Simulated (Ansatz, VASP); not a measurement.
Two plane-wave programs on TiO2

```xyz
3
Lattice="1.5072 0.8702 7.0278 -1.5072 0.8702 7.0278 0.0000 -1.7404 7.0278" Properties=species:S:1:pos:R:3 pbc="T T T"
Ti    0.0000    0.0000    0.0000
O     0.0000    0.0000    8.0018
O     0.0000    0.0000   13.0815
```

Alike in both runs: task single point; functional r2SCAN; k mesh 10 × 10 × 10; occupations fermi-dirac, width 0.05 eV; no spin polarisation.

|  | VASP | Ansatz |
| --- | --- | --- |
| version | VASP 6.6.1 | Ansatz 0.2.0 |
| potentials or method | VASP PAW PBE potentials, release 64 (Ti_sv, O) | Ansatz PAW |
| plane-wave cutoff (eV) | 520 | 500 |
| valence electrons in the cell | 24 | 24 |

|  | VASP | Ansatz | Ansatz less VASP |
| --- | --- | --- | --- |
| gap on the k mesh at the Fermi level (eV) | 3.02 | 2.99 | -0.025 |
| least direct gap on the mesh (eV) | 3.24 | 3.20 | -0.033 |
| pressure (GPa) | -5.0 | -5.8 | -0.73 |
| traceless stress, the component that is largest in VASP (GPa) | 1.25 | 1.66 | +0.411 |
| rms of the force components (eV/Å) | 0.300 | 0.340 | +0.0391 |

VASP's potentials were made for PBE, not for r2SCAN. Atom by atom the forces differ by 0.039 eV/Å (rms over components).
